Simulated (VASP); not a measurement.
# Zr (Fd-3m) in VASP: further runs

Runs on Zr. Level: LDA. Tasks: single point.

Program: VASP 6.6.1. These are calculated values, not measurements. Logs are shortened: lines on timing, memory, paths and dates and some standing lists are left out, and cuts for length are marked.

### 1 The cell of the first run

The structure is cubic, space group Fd-3m (No. 227). Conventional cell: a = 5.798 Å, b = 5.798 Å, c = 5.798 Å, α = 90.00°, β = 90.00°, γ = 90.00°. Zr (site symmetry -43m) has 4 Zr at 2.51 Å within 3.3 Å.

This isn't the form of Zr at room conditions, which is hcp.

### 2 Single point, LDA (24.36 Å³/atom)

File INCAR:

```
  PREC = Accurate
  ENCUT = 520
  EDIFF = 1E-7
  ISMEAR = -1
  SIGMA = 0.08
  LREAL = F
  LASPH = T
  NELM = 80
  ALGO = Normal
  ISIF = 2
  LWAVE = F
  LCHARG = F
  NBANDS = 19
```

File KPOINTS:

```
regular mesh
0
Gamma
  12 12 12
```

File POSCAR:

```
Zr
1.0
    0.0000000000      2.8988861055      2.8988861055
    2.8988861055      0.0000000000      2.8988861055
    2.8988861055      2.8988861055      0.0000000000
Zr
2
Direct
   -0.1250000000     -0.1250000000     -0.1250000000
    0.1250000000      0.1250000000      0.1250000000
```

Potentials or basis: VASP PAW LDA potentials, release 64 (Zr_sv).

Started as:

```console
$ cat potpaw_LDA.64/Zr_sv/POTCAR > POTCAR
$ mpirun -np 1 vasp_std > vasp.out
```

OUTCAR:

```text
PREC = Accurate
   ENCUT = 520
   EDIFF = 1E-7
   ISMEAR = -1
   LREAL = F
   LASPH = T
   NELM = 80
   ISIF = 2

 ion  position               nearest neighbor table
   1  0.875  0.875  0.875-   2 2.51   2 2.51   2 2.51   2 2.51
   2  0.125  0.125  0.125-   1 2.51   1 2.51   1 2.51   1 2.51

  LATTYP: Found a face centered cubic cell.
 ALAT       =     5.7977722110

  Lattice vectors:

 A1 = (   0.0000000000,   2.8988861055,   2.8988861055)
 A2 = (   2.8988861055,   0.0000000000,   2.8988861055)
 A3 = (   2.8988861055,   2.8988861055,   0.0000000000)

Analysis of symmetry for initial positions (statically):
=====================================================================
 Subroutine PRICEL returns:
 Original cell was already a primitive cell.

 Routine SETGRP: Setting up the symmetry group for a
 face centered cubic supercell.

 Subroutine GETGRP returns: Found 48 space group operations
 (whereof 12 operations were pure point group operations)
 out of a pool of 48 trial point group operations.

The static configuration has the point symmetry D_3d.
 The point group associated with its full space group is O_h .

Analysis of symmetry for dynamics (positions and initial velocities):
=====================================================================
 Subroutine PRICEL returns:
 Original cell was already a primitive cell.

 Routine SETGRP: Setting up the symmetry group for a
 face centered cubic supercell.

 Subroutine GETGRP returns: Found 48 space group operations
 (whereof 12 operations were pure point group operations)
 out of a pool of 48 trial point group operations.

The dynamic configuration has the point symmetry D_3d.
 The point group associated with its full space group is O_h .

 Subroutine INISYM returns: Found 48 space group operations
 (whereof 12 operations are pure point group operations),
 and found     1 'primitive' translations

----------------------------------------------------------------------------------------

                                     Primitive cell

  volume of cell :      48.7218

  direct lattice vectors                    reciprocal lattice vectors
     0.000000000  2.898886105  2.898886105    -0.172480043  0.172480043  0.172480043
     2.898886105  0.000000000  2.898886105     0.172480043 -0.172480043  0.172480043
     2.898886105  2.898886105  0.000000000     0.172480043  0.172480043 -0.172480043

  length of vectors
     4.099644046  4.099644046  4.099644046     0.298744198  0.298744198  0.298744198

[... 77 lines left out ...]
   LASPH  =      T    aspherical Exc in radial PAW
   ENCUT  =  520.0 eV  38.22 Ry    6.18 a.u.   7.62  7.62  7.62*2*pi/ulx,y,z
   NELM   =     80;   NELMIN=  2; NELMDL= -5     # of ELM steps
   EDIFF  = 0.1E-06   stopping-criterion for ELM
   LREAL  =      F    real-space projection
   EDIFFG = 0.1E-05   stopping-criterion for IOM
   NSW    =      0    number of steps for IOM
   IBRION =     -1    ionic relax: 0-MD 1-quasi-New 2-CG
   NFREE  =      0    steps in history (QN), initial steepest desc. (CG)
   ISIF   =      2    stress and relaxation
   ISYM   =      2    0-nonsym 1-usesym 2-fastsym
   POTIM  = 0.5000    time-step for ionic-motion
   TEBEG  =    0.0;   TEEND  =   0.0 temperature during run
   PSTRESS=    0.0 pullay stress
   NELECT =      24.0000    total number of electrons
   NUPDOWN=      -1.0000    fix difference up-down
   EMIN   =  10.00;   EMAX   =-10.00  energy-range for DOS
   EFERMI =   0.00;   METHOD = LEGACY
   ISMEAR =    -1;   SIGMA  =   0.08  broadening in eV -4-tet -1-fermi 0-gaus
   EFERMI_NEDOS =   21; number of points for ismear=-14 and -15
   IALGO  =     38    algorithm
   IMIX   =      4    mixing-type and parameters
     AMIX     =   0.40;   BMIX     =  1.00
     AMIX_MAG =   1.60;   BMIX_MAG =  1.00
  volume/ion in A,a.u.               =      24.36       164.40
  Fermi-wavevector in a.u.,A,eV,Ry     =   1.292917  2.443259 22.743978  1.671635
  Thomas-Fermi vector in A             =   2.424595
   LORBIT       =      0    0 simple, 1 ext, 2 COOP (PROOUT), +10 PAW based schemes
   GGA     = CA    functional components
   LHFCALC =     F    Hartree Fock is set to
   AEXX    =    0.0000 exact exchange contribution
   IVDW    =     0    specifies the selected vdW correction
   LEPSILON=     F    determine dielectric tensor
   LRPA    =     F    only Hartree local field effects (RPA)
 non-spin polarized calculation
  energy-cutoff  :      520.00
  volume of cell :       48.72
 maximum number of plane-waves:      1363
   NGX = 15   NGY = 15   NGZ = 15

 number of electron      24.0000000 magnetization

 Free energy of the ion-electron system (eV)
  ---------------------------------------------------
  ext. energy  EPLUGINS =         0.00000000
  ---------------------------------------------------
  free energy    TOTEN  =       -13.75082652 eV

  energy without entropy =      -13.66330473  energy(sigma->0) =      -13.70706562

 E-fermi :   7.7412     XC(G=0): -10.7551

 val. band max:        7.7330003064   @ k =   0.2500   0.2500   0.0000
 cond. band min:       7.7424636383   @ k =   0.4167   0.2500   0.0833
 fundamental gap:      0.0094633319
 Fermi energy:         7.7412227528

 k-point     1 :       0.0000    0.0000    0.0000
  band No.  band energies     occupation
      1     -41.0539      2.00000
      2     -39.8123      2.00000
      3     -19.6670      2.00000
      4     -19.6670      2.00000
      5     -19.6670      2.00000
      6     -17.9593      2.00000
[... 505 lines left out ...]
      6     -18.1405      2.00000
[... 11 lines left out ...]
     18      12.7303      0.00000
     19      13.8216      0.00000

 [... further k-points ...]

------------------------ aborting loop because EDIFF is reached ----------------------------------------

  FORCE on cell =-STRESS in cart. coord.  units (eV):
  Direction    XX          YY          ZZ          XY          YZ          ZX
  --------------------------------------------------------------------------------------
  -------------------------------------------------------------------------------------
  Total        2.0419382      2.0419382      2.0419382     -0.0000000      0.0000000      0.0000000
  in kB       67.1474792     67.1474792     67.1474792     -0.0000000      0.0000000      0.0000000
  external PRESSURE =      67.1474792 kB  Pullay stress =       0.0000000 kB

 VOLUME and BASIS-vectors are now :
 -----------------------------------------------------------------------------
  energy-cutoff  :      520.00
  volume of cell :       48.72
      direct lattice vectors                 reciprocal lattice vectors
     0.000000000  2.898886105  2.898886105    -0.172480043  0.172480043  0.172480043
     2.898886105  0.000000000  2.898886105     0.172480043 -0.172480043  0.172480043
     2.898886105  2.898886105  0.000000000     0.172480043  0.172480043 -0.172480043

 POSITION                                       TOTAL-FORCE (eV/Angst)
 -----------------------------------------------------------------------------------
      5.07305      5.07305      5.07305        -0.000000     -0.000000     -0.000000
      0.72472      0.72472      0.72472         0.000000      0.000000      0.000000
 -----------------------------------------------------------------------------------
    total drift:                               -0.000000      0.000000      0.000000

  FREE ENERGIE OF THE ION-ELECTRON SYSTEM (eV)
  ---------------------------------------------------
  free  energy   TOTEN  =       -13.7508265205 eV

  energy  without entropy=      -13.6633047282  energy(sigma->0) =      -13.70706562
```

OSZICAR:

```text
N       E                     dE             d eps       ncg     rms          rms(c)
DAV:   1     0.225071940895E+03    0.22507E+03   -0.13125E+04  2736   0.124E+03
DAV:   2     0.131640766739E+01   -0.22376E+03   -0.21924E+03  3207   0.369E+02
DAV:   3    -0.135098635479E+02   -0.14826E+02   -0.14462E+02  5157   0.693E+01
DAV:   4    -0.138555958468E+02   -0.34573E+00   -0.33786E+00  3244   0.101E+01
DAV:   5    -0.138648434290E+02   -0.92476E-02   -0.92290E-02  3846   0.127E+00    0.197E+01
DAV:   6    -0.137401566100E+02    0.12469E+00   -0.35131E-01  3956   0.405E+00    0.981E+00
DAV:   7    -0.137489957990E+02   -0.88392E-02   -0.15836E-01  4634   0.258E+00    0.142E+00
DAV:   8    -0.137510363677E+02   -0.20406E-02   -0.20963E-02  3643   0.109E+00    0.177E-01
DAV:   9    -0.137508127752E+02    0.22359E-03   -0.12089E-03  3380   0.222E-01    0.693E-02
DAV:  10    -0.137508274343E+02   -0.14659E-04   -0.97461E-05  3620   0.990E-02    0.111E-02
DAV:  11    -0.137508266097E+02    0.82467E-06   -0.28501E-06  3880   0.122E-02    0.470E-03
DAV:  12    -0.137508265205E+02    0.89122E-07   -0.65387E-07  3140   0.733E-03
   1 F= -.13750827E+02 E0= -.13707066E+02  d E =-.875218E-01
```

Run time: 91 s. Hardware: 1 thread of Intel Xeon 8259CL, shared host; peak memory 0.18 GiB.

Results:

```yaml
Free_energy: -13.7508 eV
Pressure: 6.7 GPa
Band_gap_on_the_k_mesh: zero (bands 12 and 13 overlap by 0.73 eV)
```

Caveat: the cell stands under pressure.

### 3 Single point, LDA (24.36 Å³/atom)

File INCAR:

```
SYSTEM = Zr
  PREC = Accurate
  ENCUT = 520
  EDIFF = 1E-7
  ISMEAR = -1
  SIGMA = 0.08
  LREAL = .False.
  LASPH = .True.
  NELM = 80
  ALGO = Normal
  ISIF = 2
  LWAVE = .False.
  LCHARG = .False.
  GGA = CA
  NBANDS = 19
```

File KPOINTS:

```
regular mesh
0
Gamma
  12 12 12
  0 0 0
```

POSCAR is that of step 2.

Potentials or basis: VASP PAW LDA potentials, release 64 (Zr_sv).

Started as:

```console
$ cat potpaw_LDA.64/Zr_sv/POTCAR > POTCAR
$ mpirun -np 1 vasp_std > vasp.out
```

Wall time 2 min (1 thread of Intel Xeon 8259CL, shared host); peak memory 0.18 GiB.

The run converged. Its results:

| Quantity | Value |
| --- | --- |
| Free energy | -13.7508 eV |
| Pressure | 6.7 GPa |
| Band gap on the k mesh | zero (bands 12 and 13 overlap by 0.73 eV) |

Levels at points of the mesh, in eV from the Fermi level:
| k point | band 9 | band 10 | band 11 | band 12 | band 13 | band 14 | band 15 | band 16 |
| --- | --- | --- | --- | --- | --- | --- | --- | --- |
| (0.00, 0.00, 0.00) | -4.44 | -1.47 | -1.47 | 0.01 | 0.01 | 0.01 | 2.66 | 2.66 |
| (0.50, 0.00, 0.00) | -1.76 | -1.48 | -1.28 | -1.28 | -0.40 | -0.40 | 1.47 | 4.10 |
| (0.50, 0.50, 0.00) | -2.64 | -2.64 | -0.35 | -0.35 | 1.27 | 1.27 | 1.76 | 1.76 |

Caveat: the cell stands under pressure.
